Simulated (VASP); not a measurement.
Write the native input for VASP 6.6.1 that does the following.

```yaml
Task: single point
Functional: PBEsol
Potentials_or_basis: VASP PAW PBE potentials, release 64 (Cu)
Cutoff: 520 eV
k_mesh: 3 × 12 × 2
Occupations: methfessel-paxton, width 0.1 eV
Spin: no spin polarisation
Dipole_correction: no
k_mesh_for_the_DOS: 5 × 18 × 3
Occupations_for_the_DOS: tetrahedron
Further_INCAR_settings: ALGO = Normal; EDIFF = 1e-06; NBANDS = 12
```

Cu:

```xyz
1
Lattice="11.5702 0.0000 0.0000 0.0000 2.2382 0.0000 -4.5956 0.0000 21.7434" Properties=species:S:1:pos:R:3 pbc="T T T"
Cu    3.4873    1.1191   10.8717
```

These files were run (other wordings do the same):

POSCAR

```
Cu
1.0
   11.5702500000      0.0000000000      0.0000000000
    0.0000000000      2.2382100000      0.0000000000
   -4.5956200000      0.0000000000     21.7433900000
Cu
1
Direct
    0.5000000000      0.5000000000      0.5000000000
```

INCAR.step1

```
PREC     = Accurate       # precision mode
ENCUT    = 520            # plane-wave cutoff, eV
EDIFF    = 1E-6           # SCF threshold, eV
ISMEAR   = 1              # smearing method
SIGMA    = 0.1            # smearing width, eV
LREAL    = F              # projectors in reciprocal space
LASPH    = T              # aspherical terms in the spheres
NELM     = 60             # most SCF steps
ALGO     = Normal         # electronic algorithm
ISIF     = 2              # what is computed and relaxed
LWAVE    = F              # write WAVECAR
LCHARG   = T              # write CHGCAR
LMAXMIX  = 4              # l up to which the mixer works
GGA      = PS             # functional
NBANDS   = 12             # bands
```

KPOINTS.step1

```
Automatic mesh
0
Gamma
  3 12 2
```

INCAR.step2

```
PREC     = Accurate       # precision mode
ENCUT    = 520            # plane-wave cutoff, eV
EDIFF    = 1E-6           # SCF threshold, eV
ISMEAR   = -5             # smearing method
SIGMA    = 0.1            # smearing width, eV
LREAL    = F              # projectors in reciprocal space
LASPH    = T              # aspherical terms in the spheres
NELM     = 60             # most SCF steps
ALGO     = Normal         # electronic algorithm
ISIF     = 2              # what is computed and relaxed
LWAVE    = F              # write WAVECAR
LCHARG   = F              # write CHGCAR
LMAXMIX  = 4              # l up to which the mixer works
GGA      = PS             # functional
LORBIT   = 11             # projections on sites
NBANDS   = 12             # bands
NEDOS    = 2001           # points of the DOS
ICHARG   = 11             # starting density
```

KPOINTS.step2

```
Automatic mesh
0
Gamma
  5 18 3
```

Potentials or basis: VASP PAW PBE potentials, release 64 (Cu).

Command:

```bash
$ cat potpaw_PBE.64/Cu/POTCAR > POTCAR
$ cp INCAR.step1 INCAR
$ cp KPOINTS.step1 KPOINTS
$ mpirun -np 1 vasp_std > vasp.out
$ cp INCAR.step2 INCAR
$ cp KPOINTS.step2 KPOINTS
$ mpirun -np 1 vasp_std > vasp.out
```

Results of the run:

```yaml
Valence_electrons_inside_the_program's_atomic_spheres: Cu 9.95
```

Run time: 7.9 min on 1 thread of Intel(R) Xeon(R) Platinum 8259CL CPU @ 2.50GHz (Skylake/Cascade Lake) (shared host), peak memory 0.88 GiB.
